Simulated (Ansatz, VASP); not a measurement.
CoSi2 in VASP and in Ansatz

The input INCAR:

```
PREC = Accurate
ENCUT = 520
EDIFF = 1E-6
ISMEAR = 0
SIGMA = 0.05
LREAL = False
LASPH = True
NELM = 60
ALGO = Normal
ISIF = 2
LWAVE = False
LCHARG = False
GGA = CA
NBANDS = 16
```

KPOINTS

```
regular mesh
0
Gamma
  12 12 12
```

Contents of POSCAR:

```
CoSi2
1.0
    0.0000000000      2.6368085256      2.6368085256
    2.6368085256      0.0000000000      2.6368085256
    2.6368085256      2.6368085256      0.0000000000
Co Si
1 2
Direct
    0.0000000000      0.0000000000      0.0000000000
    0.2500000000      0.2500000000      0.2500000000
    0.7500000000      0.7500000000      0.7500000000
```

Input for Ansatz:

```yaml
crystal:
  lattice:
    - [0.0, 2.6368085256, 2.6368085256]
    - [2.6368085256, 0.0, 2.6368085256]
    - [2.6368085256, 2.6368085256, 0.0]
  atoms:
    - { symbol: Co, position: [0.0, 0.0, 0.0] }
    - { symbol: Si, position: [0.25, 0.25, 0.25] }
    - { symbol: Si, position: [0.75, 0.75, 0.75] }
basis:
  ecutwfc: 420
  ecutrho_ratio: 4
kpoints:
  mp_grid: { grid: [12, 12, 12] }
hamiltonian:
  xc: lda
scf:
  occupations: { method: gaussian, width: 0.05 }
output:
  forces: true
  stress: true
  eigenvalues: true
```

Alike in both runs: task single point; functional LDA; k mesh 12 × 12 × 12; occupations gaussian, width 0.05 eV; no spin polarisation.

|  | VASP | Ansatz |
| --- | --- | --- |
| version | VASP 6.6.1 | Ansatz 0.2.0 |
| potentials or method | VASP PAW LDA potentials, release 64 (Co, Si), cutoff 520 eV | scalar-relativistic, plane waves, PAW |
| valence electrons in the cell | 17 | 25 |

VASP gave:

| Quantity | Value |
| --- | --- |
| gap on the k mesh at the Fermi level (eV) | none |
| pressure (GPa) | 0.2 |

Which values does Ansatz return?

gap on the k mesh at the Fermi level (eV): none; pressure (GPa): 0.0.

LDA's correlation is that of Perdew and Zunger in VASP and of Perdew and Wang (1992) in Ansatz. A gap of «none» marks a metal or a gap that the smearing closes. VASP's potentials hold 17 valence electrons a cell and Ansatz's 25, so a difference there can come from the potentials and not from the codes.
